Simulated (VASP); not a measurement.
Wanted: the native input for a VASP 6.6.1 run.

- Task: single point
- Functional: LDA
- Potentials or basis: VASP PAW LDA potentials, release 64 (Al, Cu)
- Cutoff: 520 eV
- k mesh: 10 × 10 × 14
- Occupations: gaussian, width 0.15 eV
- Spin: no spin polarisation
- Dipole correction: no
- Further INCAR settings: ALGO = Fast; EDIFF = 1e-06; NBANDS = 16

The structure of Al2Cu lies in POSCAR:

```
Al2Cu
1.0
    4.3252000000      0.0000000000      0.0000000000
    0.0000000000      4.3252000000      0.0000000000
    0.0000000000      0.0000000000      2.7461000000
Al Cu
2 1
Direct
    0.5000000000      0.0000000000      0.5000000000
    0.0000000000      0.5000000000      0.5000000000
    0.0000000000      0.0000000000      0.0000000000
```

These files were run (other wordings do the same):

INCAR

```
PREC     = Accurate       # precision mode
ENCUT    = 520            # plane-wave cutoff, eV
EDIFF    = 1E-6           # SCF threshold, eV
ISMEAR   = 0              # smearing method
SIGMA    = 0.15           # smearing width, eV
LREAL    = False          # projectors in reciprocal space
LASPH    = True           # aspherical terms in the spheres
NELM     = 100            # most SCF steps
ALGO     = Fast           # electronic algorithm
ISIF     = 2              # what is computed and relaxed
LWAVE    = False          # write WAVECAR
LCHARG   = True           # write CHGCAR
LELF     = True           # ELF
LVHAR    = True         
NBANDS   = 16             # bands
```

KPOINTS

```
regular mesh
0
Gamma
  10 10 14
```

Potentials or basis: VASP PAW LDA potentials, release 64 (Al, Cu).

The run is started by

```console
$ cat potpaw_LDA.64/Al/POTCAR potpaw_LDA.64/Cu/POTCAR > POTCAR
$ mpirun -np 1 vasp_std > vasp.out
```

It gave:

- Pressure: -7.5 GPa
- Band gap on the k mesh: zero (an odd number of electrons rules out a gap without spin polarisation)

Caveat: the cell stands under tension.

Wall time 39 s on 1 thread of Intel(R) Xeon(R) 6975P-C (Granite Rapids), on a shared host, peak memory 0.24 GiB.
